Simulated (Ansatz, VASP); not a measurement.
**Two plane-wave programs on TiO2**

POSCAR

```
TiO2
1.0
    5.2871724666      0.0034749073     -0.0763972148
   -2.6405768754      4.6653370297     -0.0355576587
   -0.0832407998     -0.0927955199      5.6081598224
Ti O
3 6
Direct
    0.4626652080     -0.0080158764      0.3329098668
    0.0037246657      0.4650722096      0.6696995172
    0.5473471158      0.5449683287     -0.0180688980
    0.4006806026      0.2633444059      0.2271156447
    0.7255514890      0.1542939777      0.5448444662
    0.8657863366      0.5853031290      0.8820861652
    0.2866175337      0.4060248107      0.7853967277
    0.1459930551      0.7299230092      0.4408714577
    0.5616339935      0.8590860057      0.1351450525
```

File INCAR.step1:

```
PREC = Accurate
ENCUT = 520
ISMEAR = 0
SIGMA = 0.05
LREAL = F
LASPH = T
NELM = 100
NBANDS = 46
GGA = PE
ALGO = Normal
EDIFF = 1E-4
LWAVE = T
LCHARG = F
```

The input INCAR.step2:

```
PREC = Accurate
ENCUT = 520
EDIFF = 1E-7
ISMEAR = 0
SIGMA = 0.05
LREAL = F
LASPH = T
NELM = 100
ALGO = Normal
ISIF = 2
LWAVE = F
LCHARG = F
METAGGA = R2SCAN
LMIXTAU = T
NBANDS = 46
ISTART = 1
```

The input KPOINTS:

```
regular mesh
0
Gamma
  6 6 4
```

Input for Ansatz:

```yaml
crystal:
  lattice:
    - [5.2871724666, 0.0034749073, -0.0763972148]
    - [-2.6405768754, 4.6653370297, -0.0355576587]
    - [-0.0832407998, -0.0927955199, 5.6081598224]
  atoms:
    - { symbol: Ti, position: [0.462665208, -0.0080158764, 0.3329098668] }
    - { symbol: Ti, position: [0.0037246657, 0.4650722096, 0.6696995172] }
    - { symbol: Ti, position: [0.5473471158, 0.5449683287, -0.018068898] }
    - { symbol: O, position: [0.4006806026, 0.2633444059, 0.2271156447] }
    - { symbol: O, position: [0.725551489, 0.1542939777, 0.5448444662] }
    - { symbol: O, position: [0.8657863366, 0.585303129, 0.8820861652] }
    - { symbol: O, position: [0.2866175337, 0.4060248107, 0.7853967277] }
    - { symbol: O, position: [0.1459930551, 0.7299230092, 0.4408714577] }
    - { symbol: O, position: [0.5616339935, 0.8590860057, 0.1351450525] }
basis:
  ecutwfc: 500
kpoints:
  mp_grid: { grid: [6, 6, 4] }
hamiltonian:
  xc: r2scan
scf:
  occupations: { method: gaussian, width: 0.05 }
output:
  forces: true
  stress: true
  eigenvalues: true
  write_density: true
  write_potential: true
  elf: true
  volumetric_format: npy
```

Change from the starting cell: all atoms moved at random (sigma 0.06 Å a component), cell strained at random (sigma 0.03).

Alike in both runs: task single point; functional r2SCAN; k mesh 6 × 6 × 4; occupations gaussian, width 0.05 eV; no spin polarisation.

```csv
,VASP,Ansatz
version,VASP 6.6.1,Ansatz 0.2.0
potentials or method,"VASP PAW PBE potentials, release 64 (Ti_sv, O), cutoff 520 eV","scalar-relativistic, plane waves, PAW"
valence electrons in the cell,72,72
```

```tsv
	VASP	Ansatz	Ansatz less VASP
gap on the k mesh at the Fermi level (eV)	4.10	4.10	+0.004
least direct gap on the mesh (eV)	4.13	4.14	+0.004
pressure (GPa)	31.7	30.2	-1.43
traceless stress, the component that is largest in VASP (GPa)	15.81	15.11	-0.704
rms of the force components (eV/Å)	4.125	3.926	-0.1984
```

VASP's potentials were made for PBE, not for r2SCAN. Atom by atom the forces differ by 0.229 eV/Å (rms over components). Both programs put the cell under a high pressure, so it lies far from rest at this level.
